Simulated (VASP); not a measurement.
# HfO2 (R-3m) in VASP: a series of runs

HfO2 is run at these levels: PBE; tasks: single point.

Everything below comes from runs of VASP 6.6.1. Logs are shortened: lines on timing, memory, paths and dates and some standing lists are left out, and cuts for length are marked.

### 1 The cell of the first run

Symmetry: R-3m, No. 166, trigonal system. Conventional cell: a = 3.767 Å, b = 3.767 Å, c = 8.515 Å, α = 90.00°, β = 90.00°, γ = 120.00°. Hf (site symmetry -3m) has 8 O at 2.13 to 2.29 Å within 2.8 Å. O (site symmetry 3m) has 4 Hf at 2.13 to 2.29 Å and 6 O at 2.60 Å within 2.8 Å.

### 2 Single point, PBE (11.63 Å³/atom)

Contents of INCAR:

```
SYSTEM = HfO2
PREC = Accurate
ENCUT = 520
EDIFF = 1E-6
ISMEAR = 0
SIGMA = 0.05
LREAL = .FALSE.
LASPH = .TRUE.
NELM = 100
ALGO = Normal
ISIF = 2
LWAVE = .FALSE.
LCHARG = .FALSE.
GGA = PE
NBANDS = 18
```

Contents of KPOINTS:

```
regular mesh
0
G
  8 8 8
  0 0 0
```

Contents of POSCAR:

```
HfO2
1.0
   -0.1370991375      2.5267442071      2.5267442071
    2.5267442071     -0.1370991375      2.5267442071
    2.5267442071      2.5267442071     -0.1370991375
Hf O
1 2
Direct
    0.0000000000      0.0000000000      0.0000000000
    0.2500000000      0.2500000000      0.2500000000
    0.7500000000      0.7500000000      0.7500000000
```

Potentials or basis: VASP PAW PBE potentials, release 64 (Hf_pv, O).

The run is started by

```sh
$ cat potpaw_PBE.64/Hf_pv/POTCAR potpaw_PBE.64/O/POTCAR > POTCAR
$ mpirun -np 1 vasp_std > vasp.out
```

OUTCAR:

```text
SYSTEM = HfO2
   PREC = Accurate
   ENCUT = 520
   EDIFF = 1E-6
   ISMEAR = 0
   LREAL = .FALSE.
   LASPH = .TRUE.
   NELM = 100
   ISIF = 2
   GGA = PE

 ion  position               nearest neighbor table
   1  0.000  0.000  0.000-   2 2.13   3 2.13   3 2.29   3 2.29   3 2.29   2 2.29   2 2.29   2 2.29

   2  0.250  0.250  0.250-   1 2.13   1 2.29   1 2.29   1 2.29
   3  0.750  0.750  0.750-   1 2.13   1 2.29   1 2.29   1 2.29

  LATTYP: Found a trigonal (rhomboedric) cell.
 ALAT       =     3.5759850041
 COS(alpha) =     0.4450856131

  Lattice vectors:

 A1 = (  -0.1370991375,   2.5267442071,   2.5267442071)
 A2 = (   2.5267442071,  -0.1370991375,   2.5267442071)
 A3 = (   2.5267442071,   2.5267442071,  -0.1370991375)

Analysis of symmetry for initial positions (statically):
=====================================================================
 Subroutine PRICEL returns:
 Original cell was already a primitive cell.

 Routine SETGRP: Setting up the symmetry group for a
 trigonal (rhombohedral) supercell.

 Subroutine GETGRP returns: Found 12 space group operations
 (whereof 12 operations were pure point group operations)
 out of a pool of 12 trial point group operations.

The static configuration has the point symmetry D_3d.

Analysis of symmetry for dynamics (positions and initial velocities):
=====================================================================
 Subroutine PRICEL returns:
 Original cell was already a primitive cell.

 Routine SETGRP: Setting up the symmetry group for a
 trigonal (rhombohedral) supercell.

 Subroutine GETGRP returns: Found 12 space group operations
 (whereof 12 operations were pure point group operations)
 out of a pool of 12 trial point group operations.

The dynamic configuration has the point symmetry D_3d.

 Subroutine INISYM returns: Found 12 space group operations
 (whereof 12 operations are pure point group operations),
 and found     1 'primitive' translations

----------------------------------------------------------------------------------------

                                     Primitive cell

  volume of cell :      34.8870

  direct lattice vectors                    reciprocal lattice vectors
    -0.137099137  2.526744207  2.526744207    -0.182464532  0.192932919  0.192932919
     2.526744207 -0.137099137  2.526744207     0.192932919 -0.182464532  0.192932919
     2.526744207  2.526744207 -0.137099137     0.192932919  0.192932919 -0.182464532

  length of vectors
     3.575985004  3.575985004  3.575985004     0.328236999  0.328236999  0.328236999

  position of ions in fractional coordinates (direct lattice)
     0.000000000  0.000000000  0.000000000
     0.250000000  0.250000000  0.250000000
     0.750000000  0.750000000  0.750000000

  ion indices of the primitive-cell ions
   primitive index   ion index
                 1           1
                 2           2
                 3           3

----------------------------------------------------------------------------------------

 KPOINTS: regular mesh

Automatic generation of k-mesh.
 Grid dimensions read from file:
 generate k-points for:    8    8    8

 Generating k-lattice:

  Cartesian coordinates                     Fractional coordinates (reciprocal lattice)
    -0.022808066  0.024116615  0.024116615     0.125000000  0.000000000 -0.000000000
     0.024116615 -0.022808066  0.024116615     0.000000000  0.125000000 -0.000000000
     0.024116615  0.024116615 -0.022808066     0.000000000  0.000000000  0.125000000

  Length of vectors
     0.041029625  0.041029625  0.041029625

  Shift w.r.t. Gamma in fractional coordinates (k-lattice)
     0.000000000  0.000000000  0.000000000

 Subroutine IBZKPT returns following result:
 ===========================================

 Found     65 irreducible k-points:

 Following reciprocal coordinates:
            Coordinates               Weight
  0.000000  0.000000  0.000000      1.000000
  0.125000  0.000000 -0.000000      6.000000
  0.250000  0.000000 -0.000000      6.000000
  0.375000  0.000000  0.000000      6.000000
  0.500000  0.000000 -0.000000      3.000000
  0.125000  0.125000 -0.000000      6.000000
[... 16 lines left out ...]
  0.250000  0.125000  0.125000      6.000000
  0.375000  0.125000  0.125000      6.000000
 [... further k-points ...]
   k-points           NKPTS =     65   k-points in BZ     NKDIM =     65   number of bands    NBANDS=     18
   number of dos      NEDOS =    301   number of ions     NIONS =      3
   total plane-waves  NPLWV =  21952
   dimension x,y,z NGX =    28 NGY =   28 NGZ =   28
   dimension x,y,z NGXF=    56 NGYF=   56 NGZF=   56
   ions per type =               1   2
   NGX,Y,Z   is equivalent  to a cutoff of  13.02, 13.02, 13.02 a.u.
   NGXF,Y,Z  is equivalent  to a cutoff of  26.03, 26.03, 26.03 a.u.
 SYSTEM =  HfO2
   PREC   = accura    normal or accurate (medium, high low for compatibility)
   ISTART =      0    job   : 0-new  1-cont  2-samecut
   ICHARG =      2    charge: 1-file 2-atom 10-const
   ISPIN  =      1    spin polarized calculation?
   LNONCOLLINEAR =      F non collinear calculations
   LSORBIT =      F    spin-orbit coupling
   LASPH  =      T    aspherical Exc in radial PAW
   ENCUT  =  520.0 eV  38.22 Ry    6.18 a.u.   6.65  6.65  6.65*2*pi/ulx,y,z
   NELM   =    100;   NELMIN=  2; NELMDL= -5     # of ELM steps
   EDIFF  = 0.1E-05   stopping-criterion for ELM
   LREAL  =      F    real-space projection
   EDIFFG = 0.1E-04   stopping-criterion for IOM
   NSW    =      0    number of steps for IOM
   IBRION =     -1    ionic relax: 0-MD 1-quasi-New 2-CG
   NFREE  =      0    steps in history (QN), initial steepest desc. (CG)
   ISIF   =      2    stress and relaxation
   ISYM   =      2    0-nonsym 1-usesym 2-fastsym
   POTIM  = 0.5000    time-step for ionic-motion
   TEBEG  =    0.0;   TEEND  =   0.0 temperature during run
   PSTRESS=    0.0 pullay stress
   NELECT =      22.0000    total number of electrons
   NUPDOWN=      -1.0000    fix difference up-down
   EMIN   =  10.00;   EMAX   =-10.00  energy-range for DOS
   EFERMI =   0.00;   METHOD = LEGACY
   ISMEAR =     0;   SIGMA  =   0.05  broadening in eV -4-tet -1-fermi 0-gaus
   EFERMI_NEDOS =   21; number of points for ismear=-14 and -15
   IALGO  =     38    algorithm
   IMIX   =      4    mixing-type and parameters
     AMIX     =   0.40;   BMIX     =  1.00
     AMIX_MAG =   1.60;   BMIX_MAG =  1.00
  volume/ion in A,a.u.               =      11.63        78.48
  Fermi-wavevector in a.u.,A,eV,Ry     =   1.403873  2.652935 26.815174  1.970860
  Thomas-Fermi vector in A             =   2.526491
   LORBIT       =      0    0 simple, 1 ext, 2 COOP (PROOUT), +10 PAW based schemes
   GGA     = PE    functional components
   LHFCALC =     F    Hartree Fock is set to
   AEXX    =    0.0000 exact exchange contribution
   IVDW    =     0    specifies the selected vdW correction
   LEPSILON=     F    determine dielectric tensor
   LRPA    =     F    only Hartree local field effects (RPA)
 non-spin polarized calculation
 Gauss-broadening in eV      SIGMA  =   0.05
  energy-cutoff  :      520.00
  volume of cell :       34.89
 maximum number of plane-waves:       949
   NGX = 13   NGY = 13   NGZ = 13

 number of electron      22.0000007 magnetization

 Free energy of the ion-electron system (eV)
  ---------------------------------------------------
  ext. energy  EPLUGINS =         0.00000000
  ---------------------------------------------------
  free energy    TOTEN  =       -30.07418003 eV

  energy without entropy =      -30.07418003  energy(sigma->0) =      -30.07418003

 E-fermi :   3.8718     XC(G=0): -11.4739

 val. band max:        3.6675612840   @ k =   0.5000   0.5000  -0.0000
 cond. band min:       7.3473402010   @ k =   0.5000   0.5000  -0.0000
 fundamental gap:      3.6797789170
 Fermi energy:         3.8718203842

 k-point     1 :       0.0000    0.0000    0.0000
  band No.  band energies     occupation
      1     -26.3034      2.00000
      2     -26.3034      2.00000
      3     -26.2633      2.00000
      4     -14.6354      2.00000
      5     -11.9215      2.00000
      6      -1.2970      2.00000
[... 10 lines left out ...]
     17      13.9681      0.00000
     18      16.7342      0.00000

 k-point     2 :       0.1250    0.0000   -0.0000
  band No.  band energies     occupation
      1     -26.3448      2.00000
      2     -26.3067      2.00000
      3     -26.2734      2.00000
      4     -14.4724      2.00000
      5     -12.0539      2.00000
      6      -1.1691      2.00000
[... 10 lines left out ...]
     17      13.6204      0.00000
     18      16.5329      0.00000

 k-point     3 :       0.2500    0.0000   -0.0000
  band No.  band energies     occupation
      1     -26.4531      2.00000
      2     -26.3145      2.00000
      3     -26.2866      2.00000
      4     -14.0740      2.00000
      5     -12.3421      2.00000
      6      -0.8452      2.00000
[... 10 lines left out ...]
     17      13.1710      0.00000
     18      15.7885      0.00000

 k-point     4 :       0.3750    0.0000    0.0000
  band No.  band energies     occupation
      1     -26.5595      2.00000
      2     -26.3224      2.00000
      3     -26.2976      2.00000
      4     -13.6814      2.00000
      5     -12.5771      2.00000
      6      -0.5009      2.00000
[... 10 lines left out ...]
     17      12.8862      0.00000
     18      15.1834      0.00000

 k-point     5 :       0.5000    0.0000   -0.0000
  band No.  band energies     occupation
      1     -26.6026      2.00000
      2     -26.3257      2.00000
      3     -26.3021      2.00000
      4     -13.5328      2.00000
      5     -12.6466      2.00000
      6      -0.3543      2.00000
[... 10 lines left out ...]
     17      12.8047      0.00000
     18      15.2623      0.00000

 k-point     6 :       0.1250    0.1250   -0.0000
  band No.  band energies     occupation
      1     -26.3443      2.00000
      2     -26.3182      2.00000
      3     -26.2876      2.00000
      4     -14.3954      2.00000
      5     -12.1163      2.00000
      6      -1.1444      2.00000
[... 10 lines left out ...]
     17      13.4872      0.00000
     18      16.6097      0.00000

 k-point     7 :       0.2500    0.1250   -0.0000
  band No.  band energies     occupation
      1     -26.4332      2.00000
      2     -26.3266      2.00000
      3     -26.2992      2.00000
      4     -14.0522      2.00000
      5     -12.3636      2.00000
      6      -0.8853      2.00000
[... 10 lines left out ...]
     17      13.2035      0.00000
     18      16.1771      0.00000

 k-point     8 :       0.3750    0.1250   -0.0000
  band No.  band energies     occupation
      1     -26.5366      2.00000
      2     -26.3387      2.00000
      3     -26.3094      2.00000
      4     -13.6414      2.00000
      5     -12.6121      2.00000
      6      -0.5956      2.00000
[... 10 lines left out ...]
     17      13.3144      0.00000
     18      15.4846      0.00000
[... 229 lines left out ...]
     17      15.2128      0.00000
     18      16.7534      0.00000

 k-point    20 :      -0.3750    0.3750    0.0000
  band No.  band energies     occupation
      1     -26.5716      2.00000
      2     -26.4565      2.00000
      3     -26.3387      2.00000
      4     -13.1009      2.00000
      5     -12.7945      2.00000
      6      -1.8025      2.00000
[... 10 lines left out ...]
     17      15.8826      0.00000
     18      16.5380      0.00000

 k-point    21 :       0.5000    0.5000   -0.0000
  band No.  band energies     occupation
      1     -26.6348      2.00000
      2     -26.4042      2.00000
      3     -26.3521      2.00000
      4     -13.0666      2.00000
      5     -12.7841      2.00000
      6      -2.3398      2.00000
[... 10 lines left out ...]
     17      15.9737      0.00000
     18      16.6765      0.00000

 k-point    22 :       0.1250    0.1250    0.1250
  band No.  band energies     occupation
      1     -26.3229      2.00000
      2     -26.3115      2.00000
      3     -26.3115      2.00000
      4     -14.4120      2.00000
      5     -12.1096      2.00000
      6      -1.1256      2.00000
[... 10 lines left out ...]
     17      13.6374      0.00000
     18      16.8189      0.00000

 k-point    23 :       0.2500    0.1250    0.1250
  band No.  band energies     occupation
      1     -26.4089      2.00000
      2     -26.3135      2.00000
      3     -26.3124      2.00000
      4     -14.1360      2.00000
      5     -12.3163      2.00000
      6      -0.9637      2.00000
[... 10 lines left out ...]
     17      13.4529      0.00000
     18      16.3704      0.00000

 k-point    24 :       0.3750    0.1250    0.1250
  band No.  band energies     occupation
      1     -26.5135      2.00000
      2     -26.3275      2.00000
      3     -26.3203      2.00000
      4     -13.7140      2.00000
      5     -12.5890      2.00000
      6      -0.7404      2.00000
[... 10 lines left out ...]
     17      13.6307      0.00000
     18      15.5607      0.00000

 [... further k-points ...]

------------------------ aborting loop because EDIFF is reached ----------------------------------------

  FORCE on cell =-STRESS in cart. coord.  units (eV):
  Direction    XX          YY          ZZ          XY          YZ          ZX
  --------------------------------------------------------------------------------------
  -------------------------------------------------------------------------------------
  Total       -2.7869493     -2.7869493     -2.7869493      0.9362890      0.9362890      0.9362890
  in kB     -127.9899951   -127.9899951   -127.9899951     42.9988553     42.9988553     42.9988553
  external PRESSURE =    -127.9899951 kB  Pullay stress =       0.0000000 kB

 VOLUME and BASIS-vectors are now :
 -----------------------------------------------------------------------------
  energy-cutoff  :      520.00
  volume of cell :       34.89
      direct lattice vectors                 reciprocal lattice vectors
    -0.137099137  2.526744207  2.526744207    -0.182464532  0.192932919  0.192932919
     2.526744207 -0.137099137  2.526744207     0.192932919 -0.182464532  0.192932919
     2.526744207  2.526744207 -0.137099137     0.192932919  0.192932919 -0.182464532

 POSITION                                       TOTAL-FORCE (eV/Angst)
 -----------------------------------------------------------------------------------
      0.00000      0.00000      0.00000         0.000000     -0.000000     -0.000000
      1.22910      1.22910      1.22910         0.312382      0.312382      0.312382
      3.68729      3.68729      3.68729        -0.312382     -0.312382     -0.312382
 -----------------------------------------------------------------------------------
    total drift:                                0.000000      0.000000      0.000000

  FREE ENERGIE OF THE ION-ELECTRON SYSTEM (eV)
  ---------------------------------------------------
  free  energy   TOTEN  =       -30.0741800327 eV

  energy  without entropy=      -30.0741800326  energy(sigma->0) =      -30.07418003
```

Run time: 44 s. Hardware: 1 thread of Intel Xeon 8259CL, shared host; peak memory 0.18 GiB.

Results:

| Quantity | Value |
| --- | --- |
| Free energy | -30.0742 eV |
| Pressure | -12.8 GPa |
| Largest force | 0.541 eV/Å |
| Band gap on the k mesh | 3.68 eV |

Forces in eV/Å, atoms in the order of the input:
```
Hf   0.000  0.000  0.000
O    0.312  0.312  0.312
O   -0.312 -0.312 -0.312
```

Stress tensor (GPa, compression positive):
```
-12.80   4.30   4.30
  4.30 -12.80   4.30
  4.30   4.30 -12.80
```

Levels at points of the mesh, in eV from the valence-band top:
```
           k point  band 8  band 9  band 10  band 11  band 12  band 13  band 14  band 15
(0.00, 0.00, 0.00)   -4.84   -0.60    -0.53    -0.53     3.78     3.78     5.28     9.31
(0.50, 0.00, 0.00)   -2.87   -2.60    -1.79    -1.56     4.15     4.61     6.17     8.42
(0.50, 0.50, 0.00)   -3.05   -1.74    -1.11     0.00     3.68     5.25     5.88     7.13
(0.50, 0.50, 0.50)   -3.20   -2.41    -1.84    -1.84     4.60     4.60     6.99     8.25
```

Caveat: the cell stands under tension; spin-orbit coupling is left out, which moves the levels of the heavy elements. A k mesh can miss the band edges.

### 3 Single point, PBE (11.63 Å³/atom)

Contents of INCAR:

```
SYSTEM = HfO2
ALGO = Normal
EDIFF = 1E-6
ENCUT = 520
GGA = PE
ISIF = 2
ISMEAR = 0
LASPH = .True.
LCHARG = .False.
LREAL = .False.
LWAVE = .False.
NBANDS = 18
NELM = 100
PREC = Accurate
SIGMA = 0.05
```

Contents of KPOINTS:

```
k-points
0
Gamma
  8 8 8
  0 0 0
```

Contents of POSCAR:

```
HfO2
1.0
    0.1408885559      2.6657730703      2.6657730703
    2.6657730703      0.1408885559      2.6657730703
    2.6657730703      2.6657730703      0.1408885559
Hf O
1 2
Direct
    0.0000000000      0.0000000000      0.0000000000
    0.2500000000      0.2500000000      0.2500000000
    0.7500000000      0.7500000000      0.7500000000
```

Potentials or basis: VASP PAW PBE potentials, release 64 (Hf_pv, O).

The run is started by

```sh
$ cat potpaw_PBE.64/Hf_pv/POTCAR potpaw_PBE.64/O/POTCAR > POTCAR
$ mpirun -np 1 vasp_std > vasp.out
```

Wall time 45 s (1 thread of Intel Xeon 8259CL, shared host); peak memory 0.18 GiB.

It converged, with:

```
Free energy            : -30.0979 eV
Pressure               : -13.1 GPa
Largest force          : 0.172 eV/Å
Band gap on the k mesh : 3.67 eV
```

Forces on the atoms (eV/Å):
```
Hf   0.000  0.000  0.000
O   -0.099 -0.099 -0.099
O    0.099  0.099  0.099
```

Stress tensor (GPa, compression positive):
```
-13.13  -2.24  -2.24
 -2.24 -13.13  -2.24
 -2.24  -2.24 -13.13
```

Levels at points of the mesh, in eV from the valence-band top:
| k point | band 8 | band 9 | band 10 | band 11 | band 12 | band 13 | band 14 | band 15 |
| --- | --- | --- | --- | --- | --- | --- | --- | --- |
| (0.00, 0.00, 0.00) | -4.87 | -0.60 | -0.60 | -0.44 | 3.77 | 3.77 | 5.30 | 9.13 |
| (0.50, 0.00, 0.00) | -3.04 | -2.53 | -1.80 | -1.66 | 4.29 | 4.68 | 6.56 | 8.19 |
| (0.50, 0.50, 0.00) | -3.08 | -1.75 | -1.08 | 0.00 | 3.67 | 5.24 | 5.76 | 7.46 |
| (0.50, 0.50, 0.50) | -2.65 | -2.64 | -1.62 | -1.62 | 4.28 | 4.28 | 5.72 | 8.91 |

Caveat: the cell stands under tension; spin-orbit coupling is left out, which moves the levels of the heavy elements. A k mesh can miss the band edges.

### 4 Single point, PBE (11.92 Å³/atom)

This run uses another cell than the first one, of 11.92 Å³/atom.

Contents of INCAR:

```
SYSTEM = HfO2
PREC     = Accurate       ! precision mode
ENCUT    = 520            ! plane-wave cutoff, eV
EDIFF    = 1E-7           ! SCF threshold, eV
ISMEAR   = 0              ! smearing method
SIGMA    = 0.05           ! smearing width, eV
LREAL    = .False.        ! projectors in reciprocal space
LASPH    = .True.         ! aspherical terms in the spheres
NELM     = 80             ! most SCF steps
ALGO     = Normal         ! electronic algorithm
ISIF     = 2              ! what is computed and relaxed
LWAVE    = .False.        ! write WAVECAR
LCHARG   = .True.         ! write CHGCAR
GGA      = PE             ! functional
LELF     = .True.         ! ELF
LVHAR    = .True.       
NBANDS   = 18             ! bands
```

Contents of KPOINTS:

```
Automatic mesh
0
Gamma
  8 8 8
  0 0 0
```

Contents of POSCAR:

```
HfO2
1.0
    0.2146975072      2.7267588240      2.7267588240
    2.7267588240      0.2146975072      2.7267588240
    2.7267588240      2.7267588240      0.2146975072
Hf O
1 2
Direct
    0.0000000000      0.0000000000      0.0000000000
    0.2500000000      0.2500000000      0.2500000000
    0.7500000000      0.7500000000      0.7500000000
```

The run is started by

```sh
$ cat potpaw_PBE.64/Hf_pv/POTCAR potpaw_PBE.64/O/POTCAR > POTCAR
$ mpirun -np 1 vasp_std > vasp.out
```

It took 81 s on 1 thread of Intel Xeon 8259CL, shared host; peak memory 0.19 GiB.

It converged, with:

| Item | Value |
| --- | --- |
| Free energy | -29.9786 eV |
| Pressure | -16.1 GPa |
| Largest force | 0.034 eV/Å |
| Band gap on the k mesh | 3.66 eV |

Forces in eV/Å, atoms in the order of the input:
```
Hf   0.000  0.000  0.000
O   -0.019 -0.019 -0.019
O    0.019  0.019  0.019
```

Stress tensor (GPa, compression positive):
```
-16.08  -2.12  -2.12
 -2.12 -16.08  -2.12
 -2.12  -2.12 -16.08
```

Levels at points of the mesh, in eV from the valence-band top:
```
           k point  band 9  band 10  band 11  band 12  band 13  band 14
(0.00, 0.00, 0.00)   -0.59    -0.59    -0.33     3.77     3.77     5.12
(0.50, 0.00, 0.00)   -2.45    -1.73    -1.58     4.24     4.78     6.38
(0.50, 0.50, 0.00)   -1.86    -0.89     0.00     3.66     5.22     5.36
(0.50, 0.50, 0.50)   -2.49    -1.51    -1.51     4.20     4.20     5.28
```

Caveat: the cell stands under tension; spin-orbit coupling is left out, which moves the levels of the heavy elements. A k mesh can miss the band edges.

(Continued in part 2 of 2.)
